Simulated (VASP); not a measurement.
Input of a VASP 6.6.1 run:

Contents of INCAR:

```
SYSTEM = CaHgF3
ALGO = Normal
EDIFF = 1E-6
ENCUT = 520
GGA = PE
ISIF = 2
ISMEAR = 0
LASPH = .True.
LCHARG = .True.
LELF = .True.
LREAL = .False.
LVHAR = .True.
LWAVE = .False.
NBANDS = 54
NELM = 60
PREC = Accurate
SIGMA = 0.1
```

File KPOINTS:

```
k-points
0
Gamma
  4 4 4
  0 0 0
```

The input POSCAR:

```
CaHgF3
1.0
    2.9187651500      1.6851498500      4.7663235400
   -2.9187651500      1.6851498500      4.7663235400
    0.0000000000     -3.3702997000      4.7663235400
Ca Hg F
2 2 6
Direct
    0.7500000000      0.7500000000      0.7500000000
    0.2500000000      0.2500000000      0.2500000000
    0.5000000000      0.5000000000      0.5000000000
    0.0000000000      0.0000000000      0.0000000000
    0.8147518300      0.2500000000      0.6852481700
    0.6852481700      0.8147518300      0.2500000000
    0.2500000000      0.6852481700      0.8147518300
    0.1852481700      0.7500000000      0.3147518300
    0.3147518300      0.1852481700      0.7500000000
    0.7500000000      0.3147518300      0.1852481700
```

Potentials or basis: VASP PAW PBE potentials, release 64 (Ca_sv, Hg, F).

Run with:

```bash
$ cat potpaw_PBE.64/Ca_sv/POTCAR potpaw_PBE.64/Hg/POTCAR potpaw_PBE.64/F/POTCAR > POTCAR
$ mpirun -np 1 vasp_std > vasp.out
```

**Question.** What does it give for the pressure?

**Answer.** 38.8 GPa.

**Question.** Estimate the band gap on the k mesh.

**Answer.** Zero (bands 43 and 44 overlap by 1.01 eV).

Stress tensor (GPa, compression positive):
```
39.27  0.00  0.00
 0.00 39.27  0.00
 0.00  0.00 37.73
```

Caveat: the cell stands under pressure; spin-orbit coupling is left out, which moves the levels of the heavy elements; forces of over 1 eV/Å act on the atoms, so gaps and moduli don't describe the material at rest.
